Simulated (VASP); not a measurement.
Write the native input for VASP 6.6.1 that does the following.

- Task: single point
- Functional: PBEsol
- Potentials or basis: VASP PAW PBE potentials, release 64 (Al, Cu)
- Cutoff: 520 eV
- k mesh: 6 × 6 × 6
- Occupations: fermi-dirac, width 0.05 eV
- Spin: no spin polarisation
- Dipole correction: no
- Further INCAR settings: ALGO = Normal; EDIFF = 1e-06; NBANDS = 26

The structure of AlCu3 lies in POSCAR:

```
AlCu3
1.0
    3.6129643383      0.0000000000      0.0000000000
    0.0000000000      3.6129643383      0.0000000000
    0.0000000000      0.0000000000      3.6129643383
Al Cu
1 3
Direct
    0.0000000000      0.0000000000      0.0000000000
    0.5000000000      0.5000000000      0.0000000000
    0.5000000000      0.0000000000      0.5000000000
    0.0000000000      0.5000000000      0.5000000000
```

These files were run (other wordings do the same):

INCAR

```
ALGO = Normal ; EDIFF = 1E-6
ENCUT = 520 ; GGA = PS
ISIF = 2 ; ISMEAR = -1
LASPH = True ; LCHARG = True
LELF = True ; LREAL = False
LVHAR = True ; LWAVE = False
NBANDS = 26 ; NELM = 100
PREC = Accurate ; SIGMA = 0.05
```

KPOINTS

```
k-points
0
Gamma
  6 6 6
```

Potentials or basis: VASP PAW PBE potentials, release 64 (Al, Cu).

Command:

```bash
$ cat potpaw_PBE.64/Al/POTCAR potpaw_PBE.64/Cu/POTCAR > POTCAR
$ mpirun -np 1 vasp_std > vasp.out
```

It gave:

```yaml
Pressure: 3.0 GPa
Band_gap_on_the_k_mesh: zero (band 18 reaches 12.68 eV, above the bottom of band 19 at 7.08 eV)
```

Caveat: the PAW data sets were made with another functional, which shifts forces and pressure a little.

Wall time 11 s on 1 thread of Intel(R) Xeon(R) 6975P-C (Granite Rapids), with other jobs on the host, peak memory 0.16 GiB.
